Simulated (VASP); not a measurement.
# Li3Si2N3 (Cmc2_1) in VASP: single point with PBE

Aim: the single point of Li3Si2N3 with PBE.

Everything below comes from runs of VASP 6.6.1. Logs are shortened: lines on timing, memory, paths and dates and some standing lists are left out, and cuts for length are marked.

### Step 1. The cell of the first run

The structure is orthorhombic, space group Cmc2_1 (No. 36). The conventional cell has a = 8.610 Å, b = 5.257 Å, c = 8.317 Å, α = 90.00°, β = 90.00°, γ = 90.00°. Within 2.8 Å of Li (site symmetry 1) lie 3 N at 2.02 to 2.30 Å and 1 Li at 2.38 Å and 3 Si at 2.49 to 2.78 Å. Li (site symmetry m) has 3 N at 2.00 to 2.13 Å and 2 Si at 2.69 Å within 2.7 Å. Si (site symmetry 1) has 3 N at 1.72 to 1.76 Å within 2.3 Å. N (site symmetry 1) has 2 Si at 1.72 to 1.73 Å and 3 Li at 2.11 to 2.30 Å within 2.3 Å. Within 2.3 Å of N (site symmetry m) lie 2 Si at 1.76 Å and 3 Li at 2.00 to 2.02 Å.

### Step 2. Single point, PBE

INCAR

```
SYSTEM = Li3Si2N3
ALGO = Normal
EDIFF = 1E-6
ENCUT = 520
GGA = PE
ISIF = 2
ISMEAR = 0
LASPH = .True.
LCHARG = .False.
LREAL = Auto
LWAVE = .False.
NBANDS = 46
NELM = 80
PREC = Accurate
SIGMA = 0.1
```

KPOINTS

```
k-points
0
Gamma
  4 4 2
  0 0 0
```

POSCAR

```
Li3Si2N3
1.0
    4.3050109917     -2.6284098839      0.0000000000
   -4.3050109917     -2.6284098839      0.0000000000
    0.0000000000      0.0000000000     -8.3171042760
Li Si N
6 4 6
Direct
    0.2604411048      0.9842106229      0.7712326665
    0.6872386128      0.6872386128      0.9594296968
    0.9842106229      0.2604411048      0.7712326665
    0.0157893771      0.7395588952      0.2712326665
    0.3127613872      0.3127613872      0.4594296968
    0.7395588952      0.0157893771      0.2712326665
    0.1386960187      0.4173057227      0.0903205132
    0.4173057227      0.1386960187      0.0903205132
    0.5826942773      0.8613039813      0.5903205132
    0.8613039813      0.5826942773      0.5903205132
    0.7890155474      0.3963409192      0.1022798074
    0.3963409192      0.7890155474      0.1022798074
    0.1823429334      0.1823429334      0.2329043288
    0.2109844526      0.6036590808      0.6022798074
    0.6036590808      0.2109844526      0.6022798074
    0.8176570666      0.8176570666      0.7329043288
```

Potentials or basis: VASP PAW PBE potentials, release 64 (Li_sv, Si, N).

Command:

```
$ cat potpaw_PBE.64/Li_sv/POTCAR potpaw_PBE.64/Si/POTCAR potpaw_PBE.64/N/POTCAR > POTCAR
$ mpirun -np 1 vasp_std > vasp.out
```

OUTCAR:

```text
SYSTEM = Li3Si2N3
   EDIFF = 1E-6
   ENCUT = 520
   GGA = PE
   ISIF = 2
   ISMEAR = 0
   LASPH = .True.
   LREAL = Auto
   NELM = 80
   PREC = Accurate

 ion  position               nearest neighbor table
   1  0.260  0.984  0.771-  16 2.02  15 2.11   3 2.38   9 2.49  10 2.59   8 2.78
   2  0.687  0.687  0.959-  16 2.00  12 2.13  11 2.13   8 2.69   7 2.69
   3  0.984  0.260  0.771-  16 2.02  14 2.11   1 2.38  10 2.49   9 2.59   7 2.78
   4  0.016  0.740  0.271-  13 2.02  11 2.11   6 2.38   7 2.49   8 2.59  10 2.78
   5  0.313  0.313  0.459-  13 2.00  14 2.13  15 2.13   9 2.69  10 2.69
   6  0.740  0.016  0.271-  13 2.02  12 2.11   4 2.38   8 2.49   7 2.59   9 2.78
   7  0.139  0.417  0.090-  11 1.72  12 1.73  13 1.76   8 2.40   4 2.49   6 2.59   2 2.69   3 2.78

   8  0.417  0.139  0.090-  12 1.72  11 1.73  13 1.76   7 2.40   6 2.49   4 2.59   2 2.69   1 2.78

   9  0.583  0.861  0.590-  15 1.72  14 1.73  16 1.76  10 2.40   1 2.49   3 2.59   5 2.69   6 2.78

  10  0.861  0.583  0.590-  14 1.72  15 1.73  16 1.76   9 2.40   3 2.49   1 2.59   5 2.69   4 2.78

  11  0.789  0.396  0.102-   7 1.72   8 1.73   4 2.11   2 2.13
  12  0.396  0.789  0.102-   8 1.72   7 1.73   6 2.11   2 2.13
  13  0.182  0.182  0.233-   7 1.76   8 1.76   5 2.00   4 2.02   6 2.02
  14  0.211  0.604  0.602-  10 1.72   9 1.73   3 2.11   5 2.13
  15  0.604  0.211  0.602-   9 1.72  10 1.73   1 2.11   5 2.13
  16  0.818  0.818  0.733-   9 1.76  10 1.76   2 2.00   1 2.02   3 2.02

  LATTYP: Found a base centered orthorhombic cell.
 ALAT       =     5.2568197678
 B/A-ratio  =     1.6378765801
 C/A-ratio  =     1.5821551134

  Lattice vectors:

 A1 = (   4.3050109917,  -2.6284098839,   0.0000000000)
 A2 = (  -4.3050109917,  -2.6284098839,   0.0000000000)
 A3 = (   0.0000000000,   0.0000000000,  -8.3171042760)

Analysis of symmetry for initial positions (statically):
=====================================================================
 Subroutine PRICEL returns:
 Original cell was already a primitive cell.

 Routine SETGRP: Setting up the symmetry group for a
 base centered orthorhombic supercell.

 Subroutine GETGRP returns: Found  4 space group operations
 (whereof  2 operations were pure point group operations)
 out of a pool of  8 trial point group operations.

The static configuration has the point symmetry C_1h.
 The point group associated with its full space group is C_2v.

Analysis of symmetry for dynamics (positions and initial velocities):
=====================================================================
 Subroutine PRICEL returns:
 Original cell was already a primitive cell.

 Routine SETGRP: Setting up the symmetry group for a
 base centered orthorhombic supercell.

 Subroutine GETGRP returns: Found  4 space group operations
 (whereof  2 operations were pure point group operations)
 out of a pool of  8 trial point group operations.

The dynamic configuration has the point symmetry C_1h.
 The point group associated with its full space group is C_2v.

 Subroutine INISYM returns: Found  4 space group operations
 (whereof  2 operations are pure point group operations),
 and found     1 'primitive' translations

----------------------------------------------------------------------------------------

                                     Primitive cell

  volume of cell :     188.2216

  direct lattice vectors                    reciprocal lattice vectors
     4.305010992 -2.628409884  0.000000000     0.116143722 -0.190229082  0.000000000
    -4.305010992 -2.628409884  0.000000000    -0.116143722 -0.190229082  0.000000000
     0.000000000  0.000000000 -8.317104276     0.000000000  0.000000000 -0.120234154

  length of vectors
     5.043972458  5.043972458  8.317104276     0.222882184  0.222882184  0.120234154

  position of ions in fractional coordinates (direct lattice)
     0.260441105  0.984210623  0.771232666
     0.687238613  0.687238613  0.959429697
     0.984210623  0.260441105  0.771232666
     0.015789377  0.739558895  0.271232666
     0.312761387  0.312761387  0.459429697
     0.739558895  0.015789377  0.271232666
[... 8 lines left out ...]
     0.603659081  0.210984453  0.602279807
     0.817657067  0.817657067  0.732904329

  ion indices of the primitive-cell ions
   primitive index   ion index
                 1           1
                 2           2
                 3           3
                 4           4
                 5           5
                 6           6
[... 8 lines left out ...]
                15          15
                16          16

----------------------------------------------------------------------------------------

 KPOINTS: k-points

Automatic generation of k-mesh.
 Grid dimensions read from file:
 generate k-points for:    4    4    2

 Generating k-lattice:

  Cartesian coordinates                     Fractional coordinates (reciprocal lattice)
     0.029035931 -0.047557271  0.000000000     0.250000000  0.000000000  0.000000000
    -0.029035931 -0.047557271  0.000000000     0.000000000  0.250000000  0.000000000
     0.000000000  0.000000000 -0.060117077     0.000000000  0.000000000  0.500000000

  Length of vectors
     0.055720546  0.055720546  0.060117077

  Shift w.r.t. Gamma in fractional coordinates (k-lattice)
     0.000000000  0.000000000  0.000000000

 Subroutine IBZKPT returns following result:
 ===========================================

 Found     14 irreducible k-points:

 Following reciprocal coordinates:
            Coordinates               Weight
  0.000000  0.000000  0.000000      1.000000
  0.250000  0.000000  0.000000      4.000000
  0.500000  0.000000  0.000000      2.000000
  0.250000  0.250000  0.000000      2.000000
  0.500000  0.250000  0.000000      4.000000
 -0.250000  0.250000  0.000000      2.000000
  0.500000  0.500000  0.000000      1.000000
  0.000000  0.000000  0.500000      1.000000
  0.250000  0.000000  0.500000      4.000000
  0.500000  0.000000  0.500000      2.000000
  0.250000  0.250000  0.500000      2.000000
  0.500000  0.250000  0.500000      4.000000
 -0.250000  0.250000  0.500000      2.000000
  0.500000  0.500000  0.500000      1.000000
   k-points           NKPTS =     14   k-points in BZ     NKDIM =     14   number of bands    NBANDS=     46
   number of dos      NEDOS =    301   number of ions     NIONS =     16
   total plane-waves  NPLWV = 102400
   dimension x,y,z NGX =    40 NGY =   40 NGZ =   64
   dimension x,y,z NGXF=    80 NGYF=   80 NGZF=  128
   ions per type =               6   4   6
   NGX,Y,Z   is equivalent  to a cutoff of  13.18, 13.18, 12.79 a.u.
   NGXF,Y,Z  is equivalent  to a cutoff of  26.37, 26.37, 25.59 a.u.
 SYSTEM =  Li3Si2N3
   PREC   = accura    normal or accurate (medium, high low for compatibility)
   ISTART =      0    job   : 0-new  1-cont  2-samecut
   ICHARG =      2    charge: 1-file 2-atom 10-const
   ISPIN  =      1    spin polarized calculation?
   LNONCOLLINEAR =      F non collinear calculations
   LSORBIT =      F    spin-orbit coupling
   LASPH  =      T    aspherical Exc in radial PAW
   ENCUT  =  520.0 eV  38.22 Ry    6.18 a.u.   9.38  9.38 15.46*2*pi/ulx,y,z
   NELM   =     80;   NELMIN=  2; NELMDL= -5     # of ELM steps
   EDIFF  = 0.1E-05   stopping-criterion for ELM
   LREAL  =      T    real-space projection
   EDIFFG = 0.1E-04   stopping-criterion for IOM
   NSW    =      0    number of steps for IOM
   IBRION =     -1    ionic relax: 0-MD 1-quasi-New 2-CG
   NFREE  =      0    steps in history (QN), initial steepest desc. (CG)
   ISIF   =      2    stress and relaxation
   ISYM   =      2    0-nonsym 1-usesym 2-fastsym
   POTIM  = 0.5000    time-step for ionic-motion
   TEBEG  =    0.0;   TEEND  =   0.0 temperature during run
   PSTRESS=    0.0 pullay stress
   NELECT =      64.0000    total number of electrons
   NUPDOWN=      -1.0000    fix difference up-down
   EMIN   =  10.00;   EMAX   =-10.00  energy-range for DOS
   EFERMI =   0.00;   METHOD = LEGACY
   ISMEAR =     0;   SIGMA  =   0.10  broadening in eV -4-tet -1-fermi 0-gaus
   EFERMI_NEDOS =   21; number of points for ismear=-14 and -15
   IALGO  =     38    algorithm
   IMIX   =      4    mixing-type and parameters
     AMIX     =   0.40;   BMIX     =  1.00
     AMIX_MAG =   1.60;   BMIX_MAG =  1.00
  volume/ion in A,a.u.               =      11.76        79.39
  Fermi-wavevector in a.u.,A,eV,Ry     =   1.142646  2.159288 17.764305  1.305640
  Thomas-Fermi vector in A             =   2.279343
   LORBIT       =      0    0 simple, 1 ext, 2 COOP (PROOUT), +10 PAW based schemes
   GGA     = PE    functional components
   LHFCALC =     F    Hartree Fock is set to
   AEXX    =    0.0000 exact exchange contribution
   IVDW    =     0    specifies the selected vdW correction
   LEPSILON=     F    determine dielectric tensor
   LRPA    =     F    only Hartree local field effects (RPA)
 non-spin polarized calculation
 Gauss-broadening in eV      SIGMA  =   0.10
  energy-cutoff  :      520.00
  volume of cell :      188.22
 maximum number of plane-waves:      5090
 NGX is ok and might be reduce to    40
   NGX = 19   NGY = 19   NGZ = 31

 number of electron      63.9999997 magnetization

 Free energy of the ion-electron system (eV)
  ---------------------------------------------------
  ext. energy  EPLUGINS =         0.00000000
  ---------------------------------------------------
  free energy    TOTEN  =       -93.72878637 eV

  energy without entropy =      -93.72878637  energy(sigma->0) =      -93.72878637

 E-fermi :   4.9194     XC(G=0):  -9.4089

 val. band max:        4.4091538228   @ k =   0.0000   0.0000   0.0000
 cond. band min:       5.6934954390   @ k =  -0.2500   0.2500   0.0000
 fundamental gap:      1.2843416162
 Fermi energy:         4.9193632249

 k-point     1 :       0.0000    0.0000    0.0000
  band No.  band energies     occupation
      1     -41.3573      2.00000
      2     -41.3571      2.00000
      3     -41.3139      2.00000
      4     -41.3138      2.00000
      5     -40.5345      2.00000
      6     -40.5344      2.00000
[... 36 lines left out ...]
     43      10.6581      0.00000
     44      10.7366      0.00000
[... 569 lines left out ...]
      3     -41.3175      2.00000
      4     -41.3175      2.00000
      5     -40.5344      2.00000
      6     -40.5344      2.00000
[... 36 lines left out ...]
     43      11.6357      0.00000
     44      11.6357      0.00000
 [bands above 44 left out]

------------------------ aborting loop because EDIFF is reached ----------------------------------------

  FORCE on cell =-STRESS in cart. coord.  units (eV):
  Direction    XX          YY          ZZ          XY          YZ          ZX
  --------------------------------------------------------------------------------------
  -------------------------------------------------------------------------------------
  Total       -0.1552507     -0.1465494     -0.0870128      0.0000000      0.0000000      0.0000000
  in kB       -1.3215226     -1.2474555     -0.7406689      0.0000000      0.0000000      0.0000000
  external PRESSURE =      -1.1032157 kB  Pullay stress =       0.0000000 kB

 VOLUME and BASIS-vectors are now :
 -----------------------------------------------------------------------------
  energy-cutoff  :      520.00
  volume of cell :      188.22
      direct lattice vectors                 reciprocal lattice vectors
     4.305010992 -2.628409884  0.000000000     0.116143722 -0.190229082  0.000000000
    -4.305010992 -2.628409884  0.000000000    -0.116143722 -0.190229082  0.000000000
     0.000000000  0.000000000 -8.317104276     0.000000000  0.000000000 -0.120234154

 POSITION                                       TOTAL-FORCE (eV/Angst)
 -----------------------------------------------------------------------------------
     -3.11584     -3.27145     -6.41442         0.007411     -0.004473     -0.004020
      0.00000     -3.61269     -7.97968        -0.000000      0.000708     -0.009178
      3.11584     -3.27145     -6.41442        -0.007411     -0.004473     -0.004020
     -3.11584     -1.98536     -2.25587         0.007411      0.004473     -0.004020
      0.00000     -1.64413     -3.82112        -0.000000     -0.000708     -0.009178
      3.11584     -1.98536     -2.25587        -0.007411      0.004473     -0.004020
[... 8 lines left out ...]
      1.69047     -2.14122     -5.00922         0.007526     -0.008520      0.003830
      0.00000     -4.29828     -6.09564        -0.000000     -0.000208      0.010678
 -----------------------------------------------------------------------------------
    total drift:                               -0.000000      0.000001      0.006889

  FREE ENERGIE OF THE ION-ELECTRON SYSTEM (eV)
  ---------------------------------------------------
  free  energy   TOTEN  =       -93.7287863729 eV

  energy  without entropy=      -93.7287863729  energy(sigma->0) =      -93.72878637
```

It took 9.4 min on 1 thread of Oxide Virtual Turin-like, shared host; peak memory 0.3 GiB.

Results:

* Free energy: -93.7288 eV
* Largest force: 0.015 eV/Å
* Band gap on the k mesh: 1.28 eV (least direct gap 1.52 eV)

Forces on the atoms (eV/Å):
```
Li   0.007 -0.004 -0.004
Li   0.000  0.001 -0.009
Li  -0.007 -0.004 -0.004
Li   0.007  0.004 -0.004
Li   0.000 -0.001 -0.009
Li  -0.007  0.004 -0.004
Si  -0.009 -0.011 -0.001
Si   0.009 -0.011 -0.001
Si  -0.009  0.011 -0.001
Si   0.009  0.011 -0.001
N    0.008  0.009  0.004
N   -0.008  0.009  0.004
N    0.000  0.000  0.011
N   -0.008 -0.009  0.004
N    0.008 -0.009  0.004
N    0.000  0.000  0.011
```

Levels at points of the mesh, in eV from the valence-band top:
```csv
k point,band 29,band 30,band 31,band 32,band 33,band 34,band 35,band 36
"(0.00, 0.00, 0.00)",-2.07,-2.01,-1.35,0.00,1.72,1.80,2.83,3.36
"(0.50, 0.00, 0.00)",-1.91,-1.90,-0.89,-0.56,1.78,2.24,3.36,3.56
"(0.50, 0.50, 0.00)",-1.36,-1.33,-1.23,-0.70,1.50,2.47,2.62,3.05
"(0.00, 0.00, 0.50)",-2.10,-2.10,-0.67,-0.67,1.72,1.72,3.05,3.05
"(0.50, 0.00, 0.50)",-1.89,-1.89,-0.66,-0.66,1.97,1.97,3.79,3.79
"(0.50, 0.50, 0.50)",-1.29,-1.29,-1.05,-1.05,2.07,2.07,3.03,3.03
```

Caveat: the cutoff is under 1.25 times the usual one of these potentials, so pressure, stress and relaxed cells hold a basis-set (Pulay) error.
